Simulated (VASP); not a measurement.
# Mg (P6_3/mmc) in VASP: notebook

Mg is run at these levels: LDA; tasks: elastic constants.

All numbers are computed with VASP 6.6.1; they aren't measurements. Logs are shortened: lines on timing, memory, paths and dates and some standing lists are left out, and cuts for length are marked.

## (1) The cell of the first run

Symmetry: P6_3/mmc, No. 194, hexagonal system. The conventional cell has a = 2.855 Å, b = 2.855 Å, c = 4.602 Å, α = 90.00°, β = 90.00°, γ = 120.00°. Within 3.7 Å of Mg (site symmetry -6m2) lie 12 Mg at 2.83 to 2.86 Å.

## (2) Elastic constants, LDA

INCAR reads:

```
SYSTEM = Mg
  PREC = Accurate
  ENCUT = 600
  EDIFF = 1E-8
  ISMEAR = -1
  SIGMA = 0.1
  LREAL = .False.
  LASPH = .True.
  NELM = 80
  ALGO = Normal
  ISIF = 3
  LWAVE = .False.
  LCHARG = .True.
  GGA = CA
  NBANDS = 9
  IBRION = 6
  NFREE = 2
  POTIM = 0.015
  NSW = 1
```

KPOINTS reads:

```
regular mesh
0
Gamma
  16 16 8
  0 0 0
```

POSCAR reads:

```
Mg
1.0
    2.8554662995      0.0000000000      0.0000000000
   -1.4277331498      2.4729063550      0.0000000000
    0.0000000000      0.0000000000      4.6019003280
Mg
2
Direct
    0.3333333333      0.6666666667      0.2500000000
    0.6666666667      0.3333333333      0.7500000000
```

Potentials or basis: VASP PAW LDA potentials, release 64 (Mg).

Run with:

```bash
$ cat potpaw_LDA.64/Mg/POTCAR > POTCAR
$ mpirun -np 1 vasp_std > vasp.out
```

OUTCAR:

```text
SYSTEM = Mg
   PREC = Accurate
   ENCUT = 600
   EDIFF = 1E-8
   ISMEAR = -1
   LREAL = .False.
   LASPH = .True.
   NELM = 80
   ISIF = 3
   GGA = CA
   IBRION = 6
   NFREE = 2
   POTIM = 0.015
   NSW = 1

 ion  position               nearest neighbor table
   1  0.333  0.667  0.250-   2 2.83   2 2.83   2 2.83   2 2.83   2 2.83   2 2.83
   2  0.667  0.333  0.750-   1 2.83   1 2.83   1 2.83   1 2.83   1 2.83   1 2.83

  LATTYP: Found a hexagonal cell.
 ALAT       =     2.8554662995
 C/A-ratio  =     1.6116108002

  Lattice vectors:

 A1 = (   2.8554662995,   0.0000000000,   0.0000000000)
 A2 = (  -1.4277331498,   2.4729063550,   0.0000000000)
 A3 = (   0.0000000000,   0.0000000000,   4.6019003280)

Analysis of symmetry for initial positions (statically):
=====================================================================
 Subroutine PRICEL returns:
 Original cell was already a primitive cell.

 Routine SETGRP: Setting up the symmetry group for a
 hexagonal supercell.

 Subroutine GETGRP returns: Found 24 space group operations
 (whereof 12 operations were pure point group operations)
 out of a pool of 24 trial point group operations.

The static configuration has the point symmetry D_3d.
 The point group associated with its full space group is D_6h.

Analysis of symmetry for dynamics (positions and initial velocities):
=====================================================================
 Subroutine PRICEL returns:
 Original cell was already a primitive cell.

 Routine SETGRP: Setting up the symmetry group for a
 hexagonal supercell.

 Subroutine GETGRP returns: Found 24 space group operations
 (whereof 12 operations were pure point group operations)
 out of a pool of 24 trial point group operations.

The dynamic configuration has the point symmetry D_3d.
 The point group associated with its full space group is D_6h.

 Subroutine INISYM returns: Found 24 space group operations
 (whereof 12 operations are pure point group operations),
 and found     1 'primitive' translations

----------------------------------------------------------------------------------------

                                     Primitive cell

  volume of cell :      32.4954

  direct lattice vectors                    reciprocal lattice vectors
     2.855466300  0.000000000  0.000000000     0.350205499  0.202191239  0.000000000
    -1.427733150  2.472906355  0.000000000     0.000000000  0.404382478  0.000000000
     0.000000000  0.000000000  4.601900328     0.000000000  0.000000000  0.217301534

  length of vectors
     2.855466300  2.855466300  4.601900328     0.404382478  0.404382478  0.217301534

  position of ions in fractional coordinates (direct lattice)
     0.333333333  0.666666667  0.250000000
     0.666666667  0.333333333  0.750000000

  ion indices of the primitive-cell ions
   primitive index   ion index
                 1           1
                 2           2

----------------------------------------------------------------------------------------

 KPOINTS: regular mesh

Automatic generation of k-mesh.
 Grid dimensions read from file:
 generate k-points for:   16   16    8

 Generating k-lattice:

  Cartesian coordinates                     Fractional coordinates (reciprocal lattice)
     0.021887844  0.012636952  0.000000000     0.062500000  0.000000000  0.000000000
     0.000000000  0.025273905  0.000000000     0.000000000  0.062500000  0.000000000
     0.000000000  0.000000000  0.027162692     0.000000000  0.000000000  0.125000000

  Length of vectors
     0.025273905  0.025273905  0.027162692

  Shift w.r.t. Gamma in fractional coordinates (k-lattice)
     0.000000000  0.000000000  0.000000000

 Subroutine IBZKPT returns following result:
 ===========================================

 Found    150 irreducible k-points:

 Following reciprocal coordinates:
            Coordinates               Weight
  0.000000  0.000000  0.000000      1.000000
  0.062500  0.000000  0.000000      6.000000
  0.125000  0.000000  0.000000      6.000000
[... 51 lines left out ...]
   NELECT =       4.0000    total number of electrons
   NUPDOWN=      -1.0000    fix difference up-down
   EMIN   =  10.00;   EMAX   =-10.00  energy-range for DOS
   EFERMI =   0.00;   METHOD = LEGACY
   ISMEAR =    -1;   SIGMA  =   0.10  broadening in eV -4-tet -1-fermi 0-gaus
   EFERMI_NEDOS =   21; number of points for ismear=-14 and -15
   IALGO  =     38    algorithm
   IMIX   =      4    mixing-type and parameters
     AMIX     =   0.40;   BMIX     =  1.00
     AMIX_MAG =   1.60;   BMIX_MAG =  1.00
  volume/ion in A,a.u.               =      16.25       109.64
  Fermi-wavevector in a.u.,A,eV,Ry     =   0.814368  1.538933  9.023325  0.663196
  Thomas-Fermi vector in A             =   1.924263
   LORBIT       =      0    0 simple, 1 ext, 2 COOP (PROOUT), +10 PAW based schemes
   GGA     = CA    functional components
   LHFCALC =     F    Hartree Fock is set to
   AEXX    =    0.0000 exact exchange contribution
   IVDW    =     0    specifies the selected vdW correction
   LEPSILON=     F    determine dielectric tensor
   LRPA    =     F    only Hartree local field effects (RPA)
 finite differences with symmetry
 non-spin polarized calculation
  energy-cutoff  :      600.00
  volume of cell :       32.50
 maximum number of plane-waves:      1104
 NGX is ok and might be reduce to    24
   NGX = 11   NGY = 11   NGZ = 19

--------------------------------------- Ionic step        1  -------------------------------------------

 number of electron       4.0000000 magnetization

 Free energy of the ion-electron system (eV)
  ---------------------------------------------------
  ext. energy  EPLUGINS =         0.00000000
  ---------------------------------------------------
  free energy    TOTEN  =        -3.12024082 eV

  energy without entropy =       -3.09701899  energy(sigma->0) =       -3.10862990

------------------------ aborting loop because EDIFF is reached ----------------------------------------

  FORCE on cell =-STRESS in cart. coord.  units (eV):
  Direction    XX          YY          ZZ          XY          YZ          ZX
  --------------------------------------------------------------------------------------
  -------------------------------------------------------------------------------------
  Total        4.0147632      4.0147632      4.0134654     -0.0000000     -0.0000000      0.0000000
  in kB      197.9468544    197.9468544    197.8828632     -0.0000000     -0.0000000      0.0000000
  external PRESSURE =     197.9255240 kB  Pullay stress =       0.0000000 kB
[... 89 lines left out ...]
  FREE ENERGIE OF THE ION-ELECTRON SYSTEM (eV)
  ---------------------------------------------------
  free  energy   TOTEN  =        -3.0559190625 eV

  energy  without entropy=       -3.0328484853  energy(sigma->0) =       -3.04438377

[... ionic steps 4 to 14 ...]

--------------------------------------- Ionic step       15  -------------------------------------------

 number of electron       4.0000000 magnetization

------------------------ aborting loop because EDIFF is reached ----------------------------------------
[... 67 lines left out ...]
--------------------------------------- Ionic step       17  -------------------------------------------

 number of electron       4.0000000 magnetization

 Free energy of the ion-electron system (eV)
  ---------------------------------------------------
  ext. energy  EPLUGINS =         0.00000000
  ---------------------------------------------------
  free energy    TOTEN  =        -3.11943108 eV

  energy without entropy =       -3.09621810  energy(sigma->0) =       -3.10782459

 E-fermi :   4.5451     XC(G=0):  -9.8673

 val. band max:        4.5179137971   @ k =   0.5000   0.0000   0.3750
 cond. band min:       4.5565031522   @ k =   0.4375   0.0625   0.5000
 fundamental gap:      0.0385893551
 Fermi energy:         4.5450812972

 k-point     1 :       0.0000    0.0000    0.0000
  band No.  band energies     occupation
      1      -3.9922      2.00000
      2       2.3631      2.00000
      3       3.3572      1.99999
      4      17.4544      0.00000
      5      17.4544      0.00000
      6      18.2779      0.00000
      7      18.2779      0.00000
      8      18.5439      0.00000
      9      21.3315      0.00000
[... 265 lines left out ...]
 k-point    24 :       0.2500    0.1875    0.0000
  band No.  band energies     occupation
      1      -0.5138      2.00000
      2       5.4649      0.00020
      3       5.6854      0.00002
      4       7.0220      0.00000
      5       9.0333      0.00000
      6      12.2797      0.00000
      7      13.7152      0.00000
      8      14.3824      0.00000
      9      16.4287      0.00000

 [... further k-points ...]
[... 5 lines left out ...]
  --------------------------------------------------------------------------------------
  -------------------------------------------------------------------------------------
  Total        4.0160245      4.0160245      4.0159483     -0.0000000      0.0000000      0.0000000
  in kB      198.0090409    198.0090409    198.0052843     -0.0000000      0.0000000      0.0000000
  external PRESSURE =     198.0077887 kB  Pullay stress =       0.0000000 kB
[... 17 lines left out ...]
  FREE ENERGIE OF THE ION-ELECTRON SYSTEM (eV)
  ---------------------------------------------------
  free  energy   TOTEN  =        -3.1194310790 eV

  energy  without entropy=       -3.0962180988  energy(sigma->0) =       -3.10782459

 INTERNAL STRAIN TENSORS FROM STRAINED CELLS
 ============================================

 INTERNAL STRAIN TENSOR FOR ION    1 for displacements in x,y,z  (eV/Angst):
          X           Y           Z          XY          YZ          ZX
  --------------------------------------------------------------------------------
  x     0.00000    -0.00000     0.00000    -2.36448    -0.00000     0.00000
  y    -2.36917     2.36041    -0.00000     0.00001     0.00000    -0.00000
  z     0.00000     0.00000     0.00000     0.00000    -0.00343     0.00000

 INTERNAL STRAIN TENSORS FROM DISPLACED ATOMS
 ============================================

 INTERNAL STRAIN TENSOR FOR ION    1 for displacements in x,y,z  (eV/Angst):
          X           Y           Z          XY          YZ          ZX
  --------------------------------------------------------------------------------
  x     0.00000    -0.00000     0.00000    -2.37647     0.00000     0.00000
  y    -2.37647     2.37647     0.00000    -0.00000     0.00000     0.00000
  z     0.00000     0.00000     0.00000    -0.00000     0.00000     0.00000

 INTERNAL STRAIN TENSOR FOR ION    2 for displacements in x,y,z  (eV/Angst):
          X           Y           Z          XY          YZ          ZX
  --------------------------------------------------------------------------------
  x    -0.00000     0.00000    -0.00000     2.37647     0.00000     0.00000
  y     2.37647    -2.37647    -0.00000     0.00000     0.00000     0.00000
  z    -0.00000     0.00000    -0.00000     0.00000    -0.00000     0.00000

 Eigenvectors and eigenvalues of the dynamical matrix
 ----------------------------------------------------

   1 f  =   12.033012 THz    75.605643 2PiTHz  401.378068 cm-1    49.764516 meV
             X         Y         Z           dx          dy          dz
     -0.000000  1.648604  1.150475     0.000000    0.000000   -0.707107
      1.427733  0.824302  3.451425     0.000000    0.000000    0.707107
[... 21 lines left out ...]
   6 f  =    0.000000 THz     0.000000 2PiTHz    0.000000 cm-1     0.000000 meV
             X         Y         Z           dx          dy          dz
     -0.000000  1.648604  1.150475     0.000000   -0.000000    0.707107
      1.427733  0.824302  3.451425     0.000000    0.000000    0.707107

--------------------------------------------------------------------------------------------------------

 ELASTIC MODULI CONTR FROM IONIC RELAXATION (kBar)
 Direction    XX          YY          ZZ          XY          YZ          ZX
 --------------------------------------------------------------------------------
 XX        -200.6854    200.6854      0.0000      0.0000      0.0000      0.0000
 YY         200.6854   -200.6854     -0.0000      0.0000     -0.0000      0.0000
 ZZ           0.0000     -0.0000     -0.0000      0.0000     -0.0000      0.0000
 XY           0.0000      0.0000      0.0000   -200.6854      0.0000      0.0000
 YZ           0.0000     -0.0000     -0.0000      0.0000     -0.0000      0.0000
 ZX           0.0000      0.0000      0.0000      0.0000      0.0000      0.0000
 --------------------------------------------------------------------------------

 TOTAL ELASTIC MODULI (kBar)
 Direction    XX          YY          ZZ          XY          YZ          ZX
 --------------------------------------------------------------------------------
 XX        1354.0565    862.3156    493.7474     -0.0000      0.0000      0.0000
 YY         862.3156   1354.0565    493.7474     -0.0000     -0.0000      0.0000
 ZZ         493.7474    493.7474   1730.4955     -0.0000      0.0000      0.0000
 XY          -0.0000     -0.0000     -0.0000    245.8704      0.0000     -0.0000
 YZ          -0.0000      0.0000      0.0000      0.0000    433.6929     -0.0000
 ZX          -0.0000     -0.0000      0.0000     -0.0000     -0.0000    433.6929
 --------------------------------------------------------------------------------
```

It took 22 min on 1 thread of Intel Xeon 8259CL, shared host; peak memory 0.49 GiB.

What came out:

```yaml
Voigt_bulk_modulus: 90 GPa
Highest_phonon_frequency_at_Γ: 401 cm⁻¹
```

Phonon frequencies in cm⁻¹ (negative: imaginary):
```
              q point        frequencies
(0.000, 0.000, 0.000)  0 0 0 176 176 401
```

Elastic tensor in Voigt notation (GPa, in the Cartesian axes of the cell as first typed):
```
135  86  49   0   0   0
 86 135  49   0   0   0
 49  49 173   0   0   0
  0   0   0  43   0   0
  0   0   0   0  43   0
  0   0   0   0   0  25
```

Clamped-ion elastic tensor (GPa):
```
155  66  49   0   0   0
 66 155  49   0   0   0
 49  49 173   0   0   0
  0   0   0  43   0   0
  0   0   0   0  43   0
  0   0   0   0   0  45
```

Caveat: the cell is under stress, which shifts elastic constants.

## (3) Elastic constants, LDA

INCAR reads:

```
SYSTEM = Mg
PREC = Accurate
ENCUT = 600
EDIFF = 1E-8
ISMEAR = -1
SIGMA = 0.1
LREAL = .FALSE.
LASPH = .TRUE.
NELM = 100
ALGO = Normal
ISIF = 3
LWAVE = .FALSE.
LCHARG = .FALSE.
IBRION = 6
NFREE = 2
POTIM = 0.015
NSW = 1
```

KPOINTS reads:

```
regular mesh
0
G
  16 16 8
  0 0 0
```

POSCAR is that of step 2.

Potentials or basis: VASP PAW LDA potentials, release 64 (Mg).

Run with:

```bash
$ cat potpaw_LDA.64/Mg/POTCAR > POTCAR
$ mpirun -np 1 vasp_std > vasp.out
```

Run time: 11 min. Hardware: 1 thread of Oxide Virtual Turin-like, shared host; peak memory 0.38 GiB.

The run converged. Its results:

```yaml
Voigt_bulk_modulus: 90 GPa
Highest_phonon_frequency_at_Γ: 401 cm⁻¹
```

Phonon frequencies in cm⁻¹ (negative: imaginary):
```csv
q point,frequencies
"(0.000, 0.000, 0.000)",0 0 0 176 176 401
```

Elastic tensor in Voigt notation (GPa, in the Cartesian axes of the cell as first typed):
```
135  86  49   0   0   0
 86 135  49   0   0   0
 49  49 173   0   0   0
  0   0   0  43   0   0
  0   0   0   0  43   0
  0   0   0   0   0  25
```

Clamped-ion elastic tensor (GPa):
```
155  66  49   0   0   0
 66 155  49   0   0   0
 49  49 173   0   0   0
  0   0   0  43   0   0
  0   0   0   0  43   0
  0   0   0   0   0  45
```

Caveat: the cell is under stress, which shifts elastic constants.
